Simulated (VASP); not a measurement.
Wanted: the native input for a VASP 6.6.1 run.

```yaml
Task: single point
Functional: PBE
Potentials_or_basis: VASP PAW PBE potentials, release 64 (Al, N)
Cutoff: 520 eV
k_mesh: 7 × 7 × 7
Occupations: gaussian, width 0.01 eV
Spin: no spin polarisation
Dipole_correction: no
Further_INCAR_settings: ALGO = Normal; EDIFF = 1e-07; NBANDS = 11
```

The structure of AlN lies in POSCAR:

```
AlN
1.0
    0.0000000000      2.2015741327      2.2015741327
    2.2015741327      0.0000000000      2.2015741327
    2.2015741327      2.2015741327      0.0000000000
Al N
1 1
Direct
    0.0000000000      0.0000000000      0.0000000000
    0.7500000000      0.7500000000      0.7500000000
```

These files were run (other wordings do the same):

INCAR

```
SYSTEM = AlN
PREC = Accurate
ENCUT = 520
EDIFF = 1E-7
ISMEAR = 0
SIGMA = 0.01
LREAL = .False.
LASPH = .True.
NELM = 80
ALGO = Normal
ISIF = 2
LWAVE = .False.
LCHARG = .False.
GGA = PE
NBANDS = 11
```

KPOINTS

```
Automatic mesh
0
Gamma
  7 7 7
  0 0 0
```

Potentials or basis: VASP PAW PBE potentials, release 64 (Al, N).

Run with:

```bash
$ cat potpaw_PBE.64/Al/POTCAR potpaw_PBE.64/N/POTCAR > POTCAR
$ mpirun -np 1 vasp_std > vasp.out
```

It gave:

```
Pressure               : -0.3 GPa
Band gap on the k mesh : 3.60 eV, indirect (least direct gap 3.98 eV)
```

Wall time 5.7 s on 1 thread of Intel Xeon 8259CL, on a shared host, peak memory 0.13 GiB.
